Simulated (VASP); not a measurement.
# BPd4 (P4/mmm) in VASP: further runs

Runs on BPd4. Level: PBE. Tasks: single point, relaxation of cell and atoms.

Program: VASP 6.6.1. These are calculated values, not measurements. Logs are shortened: lines on timing, memory, paths and dates and some standing lists are left out, and cuts for length are marked.

### Step 1. The cell of the first run

The structure is tetragonal, space group P4/mmm (No. 123). The conventional cell has a = 6.083 Å, b = 6.083 Å, c = 2.561 Å, α = 90.00°, β = 90.00°, γ = 90.00°. Within 3.4 Å of B (site symmetry 4/mmm) lie 2 B at 2.56 Å. Within 3.3 Å of Pd (site symmetry m2m) lie 5 Pd at 2.51 to 2.56 Å.

### Step 2. Single point, PBE

INCAR reads:

```
ALGO     = Fast           # electronic algorithm
EDIFF    = 1E-7           # SCF threshold, eV
ENCUT    = 520            # plane-wave cutoff, eV
GGA      = PE             # functional
ISIF     = 2              # what is computed and relaxed
ISMEAR   = 0              # smearing method
LASPH    = True           # aspherical terms in the spheres
LCHARG   = False          # write CHGCAR
LREAL    = False          # projectors in reciprocal space
LWAVE    = False          # write WAVECAR
NBANDS   = 30             # bands
NELM     = 80             # most SCF steps
PREC     = Accurate       # precision mode
SIGMA    = 0.1            # smearing width, eV
```

KPOINTS reads:

```
k-points
0
Gamma
  4 4 6
```

POSCAR reads:

```
BPd4
1.0
    6.0827340781      0.0000000000      0.0000000000
    0.0000000000      6.0827340781      0.0000000000
    0.0000000000      0.0000000000      2.5612298384
B Pd
1 4
Direct
    0.5000000000      0.5000000000      0.0000000000
    0.2937334679      0.0000000000      0.5000000000
    0.7062665321      0.0000000000      0.5000000000
    0.0000000000      0.2937334679      0.5000000000
    0.0000000000      0.7062665321      0.5000000000
```

Potentials or basis: VASP PAW PBE potentials, release 64 (B, Pd).

Run with:

```
> cat potpaw_PBE.64/B/POTCAR potpaw_PBE.64/Pd/POTCAR > POTCAR
> mpirun -np 1 vasp_std > vasp.out
```

OUTCAR:

```text
EDIFF = 1E-7
   ENCUT = 520
   GGA = PE
   ISIF = 2
   ISMEAR = 0
   LASPH = True
   LREAL = False
   NELM = 80
   PREC = Accurate

 ion  position               nearest neighbor table
   1  0.500  0.500  0.000-
   2  0.294  0.000  0.500-   3 2.51   4 2.53   5 2.53
   3  0.706  0.000  0.500-   2 2.51   4 2.53   5 2.53
   4  0.000  0.294  0.500-   5 2.51   3 2.53   2 2.53
   5  0.000  0.706  0.500-   4 2.51   3 2.53   2 2.53

  LATTYP: Found a simple tetragonal cell.
 ALAT       =     6.0827340781
 C/A-ratio  =     0.4210655612

  Lattice vectors:

 A1 = (   6.0827340781,   0.0000000000,   0.0000000000)
 A2 = (   0.0000000000,   6.0827340781,   0.0000000000)
 A3 = (   0.0000000000,   0.0000000000,   2.5612298384)

Analysis of symmetry for initial positions (statically):
=====================================================================
 Subroutine PRICEL returns:
 Original cell was already a primitive cell.

 Routine SETGRP: Setting up the symmetry group for a
 simple tetragonal supercell.

 Subroutine GETGRP returns: Found 16 space group operations
 (whereof 16 operations were pure point group operations)
 out of a pool of 16 trial point group operations.

The static configuration has the point symmetry D_4h.

Analysis of symmetry for dynamics (positions and initial velocities):
=====================================================================
 Subroutine PRICEL returns:
 Original cell was already a primitive cell.

 Routine SETGRP: Setting up the symmetry group for a
 simple tetragonal supercell.

 Subroutine GETGRP returns: Found 16 space group operations
 (whereof 16 operations were pure point group operations)
 out of a pool of 16 trial point group operations.

The dynamic configuration has the point symmetry D_4h.

 Subroutine INISYM returns: Found 16 space group operations
 (whereof 16 operations are pure point group operations),
 and found     1 'primitive' translations

----------------------------------------------------------------------------------------

                                     Primitive cell

  volume of cell :      94.7646

  direct lattice vectors                    reciprocal lattice vectors
     6.082734078  0.000000000  0.000000000     0.164399756  0.000000000  0.000000000
     0.000000000  6.082734078  0.000000000     0.000000000  0.164399756  0.000000000
     0.000000000  0.000000000  2.561229838     0.000000000  0.000000000  0.390437432

  length of vectors
     6.082734078  6.082734078  2.561229838     0.164399756  0.164399756  0.390437432

  position of ions in fractional coordinates (direct lattice)
     0.500000000  0.500000000  0.000000000
     0.293733468  0.000000000  0.500000000
     0.706266532  0.000000000  0.500000000
     0.000000000  0.293733468  0.500000000
     0.000000000  0.706266532  0.500000000

  ion indices of the primitive-cell ions
   primitive index   ion index
                 1           1
                 2           2
                 3           3
                 4           4
                 5           5

----------------------------------------------------------------------------------------

 KPOINTS: k-points

Automatic generation of k-mesh.
 Grid dimensions read from file:
 generate k-points for:    4    4    6

 Generating k-lattice:

  Cartesian coordinates                     Fractional coordinates (reciprocal lattice)
     0.041099939  0.000000000  0.000000000     0.250000000  0.000000000  0.000000000
     0.000000000  0.041099939  0.000000000     0.000000000  0.250000000  0.000000000
     0.000000000  0.000000000  0.065072905     0.000000000  0.000000000  0.166666667

  Length of vectors
     0.041099939  0.041099939  0.065072905

  Shift w.r.t. Gamma in fractional coordinates (k-lattice)
     0.000000000  0.000000000  0.000000000

 Subroutine IBZKPT returns following result:
 ===========================================

 Found     24 irreducible k-points:

 Following reciprocal coordinates:
            Coordinates               Weight
  0.000000  0.000000  0.000000      1.000000
  0.250000  0.000000  0.000000      4.000000
  0.500000  0.000000  0.000000      2.000000
  0.250000  0.250000  0.000000      4.000000
  0.500000  0.250000  0.000000      4.000000
  0.500000  0.500000  0.000000      1.000000
[... 16 lines left out ...]
  0.500000  0.250000  0.500000      4.000000
  0.500000  0.500000  0.500000      1.000000
   k-points           NKPTS =     24   k-points in BZ     NKDIM =     24   number of bands    NBANDS=     30
   number of dos      NEDOS =    301   number of ions     NIONS =      5
   total plane-waves  NPLWV =  46080
   dimension x,y,z NGX =    48 NGY =   48 NGZ =   20
   dimension x,y,z NGXF=    96 NGYF=   96 NGZF=   40
   ions per type =               1   4
   NGX,Y,Z   is equivalent  to a cutoff of  13.12, 13.12, 12.98 a.u.
   NGXF,Y,Z  is equivalent  to a cutoff of  26.24, 26.24, 25.96 a.u.
 SYSTEM =  unknown system
   PREC   = accura    normal or accurate (medium, high low for compatibility)
   ISTART =      0    job   : 0-new  1-cont  2-samecut
   ICHARG =      2    charge: 1-file 2-atom 10-const
   ISPIN  =      1    spin polarized calculation?
   LNONCOLLINEAR =      F non collinear calculations
   LSORBIT =      F    spin-orbit coupling
   LASPH  =      T    aspherical Exc in radial PAW
   ENCUT  =  520.0 eV  38.22 Ry    6.18 a.u.  11.31 11.31  4.76*2*pi/ulx,y,z
   NELM   =     80;   NELMIN=  2; NELMDL= -5     # of ELM steps
   EDIFF  = 0.1E-06   stopping-criterion for ELM
   LREAL  =      F    real-space projection
   EDIFFG = 0.1E-05   stopping-criterion for IOM
   NSW    =      0    number of steps for IOM
   IBRION =     -1    ionic relax: 0-MD 1-quasi-New 2-CG
   NFREE  =      0    steps in history (QN), initial steepest desc. (CG)
   ISIF   =      2    stress and relaxation
   ISYM   =      2    0-nonsym 1-usesym 2-fastsym
   POTIM  = 0.5000    time-step for ionic-motion
   TEBEG  =    0.0;   TEEND  =   0.0 temperature during run
   PSTRESS=    0.0 pullay stress
   NELECT =      43.0000    total number of electrons
   NUPDOWN=      -1.0000    fix difference up-down
   EMIN   =  10.00;   EMAX   =-10.00  energy-range for DOS
   EFERMI =   0.00;   METHOD = LEGACY
   ISMEAR =     0;   SIGMA  =   0.10  broadening in eV -4-tet -1-fermi 0-gaus
   EFERMI_NEDOS =   21; number of points for ismear=-14 and -15
   IALGO  =     68    algorithm
   IMIX   =      4    mixing-type and parameters
     AMIX     =   0.40;   BMIX     =  1.00
     AMIX_MAG =   1.60;   BMIX_MAG =  1.00
  volume/ion in A,a.u.               =      18.95       127.90
  Fermi-wavevector in a.u.,A,eV,Ry     =   1.258005  2.377284 21.532249  1.582576
  Thomas-Fermi vector in A             =   2.391636
   LORBIT       =      0    0 simple, 1 ext, 2 COOP (PROOUT), +10 PAW based schemes
   GGA     = PE    functional components
   LHFCALC =     F    Hartree Fock is set to
   AEXX    =    0.0000 exact exchange contribution
   IVDW    =     0    specifies the selected vdW correction
   LEPSILON=     F    determine dielectric tensor
   LRPA    =     F    only Hartree local field effects (RPA)
 non-spin polarized calculation
 RMM-DIIS sequential band-by-band and
 Gauss-broadening in eV      SIGMA  =   0.10
  energy-cutoff  :      520.00
  volume of cell :       94.76
 maximum number of plane-waves:      2584
 NGX is ok and might be reduce to    48
   NGX = 23   NGY = 23   NGZ =  9

 number of electron      42.9999989 magnetization

 Free energy of the ion-electron system (eV)
  ---------------------------------------------------
  ext. energy  EPLUGINS =         0.00000000
  ---------------------------------------------------
  free energy    TOTEN  =       -20.63714462 eV

  energy without entropy =      -20.60217569  energy(sigma->0) =      -20.61966015

 E-fermi :   5.3362     XC(G=0): -10.8805

 val. band max:        5.3316167832   @ k =   0.0000   0.0000   0.0000
 cond. band min:       5.3410566288   @ k =   0.5000   0.5000   0.1667
 fundamental gap:      0.0094398456
 Fermi energy:         5.3362036336

 k-point     1 :       0.0000    0.0000    0.0000
  band No.  band energies     occupation
      1      -1.8308      2.00000
      2       0.0080      2.00000
      3       0.5635      2.00000
      4       1.2526      2.00000
      5       1.2943      2.00000
      6       1.2943      2.00000
[... 22 lines left out ...]
     29       9.1970      0.00000
     30      12.0180      0.00000

 k-point     2 :       0.2500    0.0000    0.0000
  band No.  band energies     occupation
      1      -1.6970      2.00000
      2       0.1035      2.00000
      3       0.6161      2.00000
      4       1.0273      2.00000
      5       1.2981      2.00000
      6       1.4592      2.00000
[... 22 lines left out ...]
     29      10.2950      0.00000
     30      12.0236      0.00000

 k-point     3 :       0.5000    0.0000    0.0000
  band No.  band energies     occupation
      1      -1.5347      2.00000
      2       0.1386      2.00000
      3       0.7712      2.00000
      4       0.9141      2.00000
      5       1.2469      2.00000
      6       1.3180      2.00000
[... 22 lines left out ...]
     29      10.9938      0.00000
     30      12.0292      0.00000

 k-point     4 :       0.2500    0.2500    0.0000
  band No.  band energies     occupation
      1      -1.5952      2.00000
      2       0.2341      2.00000
      3       0.7044      2.00000
      4       0.9553      2.00000
      5       1.1944      2.00000
      6       1.2139      2.00000
[... 616 lines left out ...]
     29      11.4406      0.00000
     30      11.8999      0.00000

 k-point    23 :       0.5000    0.2500    0.5000
  band No.  band energies     occupation
      1       0.7939      2.00000
      2       0.9334      2.00000
      3       1.0943      2.00000
      4       1.6467      2.00000
      5       1.7426      2.00000
      6       1.8401      2.00000
[... 22 lines left out ...]
     29      11.3233      0.00000
     30      11.6111      0.00000

 k-point    24 :       0.5000    0.5000    0.5000
  band No.  band energies     occupation
      1       0.8094      2.00000
      2       1.1000      2.00000
      3       1.1000      2.00000
      4       1.4162      2.00000
      5       1.5183      2.00000
      6       2.2558      2.00000
[... 22 lines left out ...]
     29      11.1255      0.00000
     30      11.1402      0.00000

------------------------ aborting loop because EDIFF is reached ----------------------------------------

  FORCE on cell =-STRESS in cart. coord.  units (eV):
  Direction    XX          YY          ZZ          XY          YZ          ZX
  --------------------------------------------------------------------------------------
  -------------------------------------------------------------------------------------
  Total       -0.3726963     -0.3726963     -0.2771526      0.0000000      0.0000000      0.0000000
  in kB       -6.3011441     -6.3011441     -4.6857950      0.0000000      0.0000000      0.0000000
  external PRESSURE =      -5.7626944 kB  Pullay stress =       0.0000000 kB

 VOLUME and BASIS-vectors are now :
 -----------------------------------------------------------------------------
  energy-cutoff  :      520.00
  volume of cell :       94.76
      direct lattice vectors                 reciprocal lattice vectors
     6.082734078  0.000000000  0.000000000     0.164399756  0.000000000  0.000000000
     0.000000000  6.082734078  0.000000000     0.000000000  0.164399756  0.000000000
     0.000000000  0.000000000  2.561229838     0.000000000  0.000000000  0.390437432

 POSITION                                       TOTAL-FORCE (eV/Angst)
 -----------------------------------------------------------------------------------
      3.04137      3.04137      0.00000         0.000000      0.000000     -0.000000
      1.78670      0.00000      1.28061        -0.033025      0.000000     -0.000000
      4.29603      0.00000      1.28061         0.033025      0.000000     -0.000000
      0.00000      1.78670      1.28061        -0.000000     -0.033025     -0.000000
      0.00000      4.29603      1.28061         0.000000      0.033025      0.000000
 -----------------------------------------------------------------------------------
    total drift:                                0.000000      0.000000      0.000000

  FREE ENERGIE OF THE ION-ELECTRON SYSTEM (eV)
  ---------------------------------------------------
  free  energy   TOTEN  =       -20.6371446153 eV

  energy  without entropy=      -20.6021756888  energy(sigma->0) =      -20.61966015
```

Run time: 46 s. Hardware: 1 thread of Intel Xeon Platinum 8488C (Sapphire Rapids), shared host; peak memory 0.23 GiB.

Results:

| Quantity | Value |
| --- | --- |
| Free energy | -20.6371 eV |
| Pressure | -0.6 GPa |
| Largest force | 0.033 eV/Å |

Forces on the atoms (eV/Å):
```
B    0.000  0.000  0.000
Pd  -0.033  0.000  0.000
Pd   0.033  0.000  0.000
Pd   0.000 -0.033  0.000
Pd   0.000  0.033  0.000
```

Levels at points of the mesh, in eV from the Fermi level:
| k point | band 18 | band 19 | band 20 | band 21 | band 22 | band 23 | band 24 | band 25 | band 26 | band 27 |
| --- | --- | --- | --- | --- | --- | --- | --- | --- | --- | --- |
| (0.00, 0.00, 0.00) | -0.76 | -0.21 | -0.21 | -0.02 | -0.02 | 0.00 | 0.28 | 0.48 | 1.68 | 3.47 |
| (0.50, 0.00, 0.00) | -0.80 | -0.80 | -0.49 | -0.09 | -0.07 | 0.03 | 0.04 | 0.12 | 2.74 | 2.76 |
| (0.50, 0.50, 0.00) | -1.16 | -0.86 | -0.37 | -0.37 | -0.15 | -0.08 | 0.24 | 2.57 | 2.57 | 2.77 |
| (0.00, 0.00, 0.50) | -0.91 | 0.28 | 0.48 | 0.72 | 0.72 | 1.85 | 2.63 | 2.63 | 5.70 | 6.54 |
| (0.50, 0.00, 0.50) | -0.44 | -0.27 | -0.04 | 0.67 | 1.04 | 1.41 | 2.67 | 4.18 | 4.31 | 5.51 |
| (0.50, 0.50, 0.50) | -1.15 | -0.13 | -0.13 | 0.06 | 1.39 | 2.08 | 2.08 | 4.23 | 5.21 | 5.21 |

Caveat: the k points lie up to 0.41 Å⁻¹ apart.

[end of part 1 of 2]
